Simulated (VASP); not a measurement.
HfO2, 3 atoms in the cell. It takes space group Fm-3m (No. 225, cubic). The conventional cell has a = 5.098 Å, b = 5.098 Å, c = 5.098 Å, α = 90.00°, β = 90.00°, γ = 90.00°. Within 2.9 Å of Hf (site symmetry m-3m) lie 8 O at 2.21 Å. Within 2.9 Å of O (site symmetry -43m) lie 4 Hf at 2.21 Å and 6 O at 2.55 Å. 

* Program: VASP 6.6.1
* Task: single point
* Functional: PBE
* Potentials or basis: VASP PAW PBE potentials, release 64 (Hf_pv, O)
* Cutoff: 520 eV
* k mesh: 8 × 8 × 8
* Occupations: gaussian, width 0.01 eV
* Spin: no spin polarisation
* Dipole correction: no
* Further INCAR settings: ALGO = Normal; EDIFF = 1e-07; NBANDS = 18

Potentials or basis: VASP PAW PBE potentials, release 64 (Hf_pv, O).

Run with:

```sh
$ cat potpaw_PBE.64/Hf_pv/POTCAR potpaw_PBE.64/O/POTCAR > POTCAR
$ mpirun -np 1 vasp_std > vasp.out
```

Hardware: 1 thread of Intel(R) Xeon(R) Platinum 8488C (Sapphire Rapids) (shared host).

Task: Estimate the wall time of this run.

Result: Run time: 13 s on 1 thread of Intel(R) Xeon(R) Platinum 8488C (Sapphire Rapids), on a shared host, peak memory 0.16 GiB. Counts: scf iterations 15, k points 29.
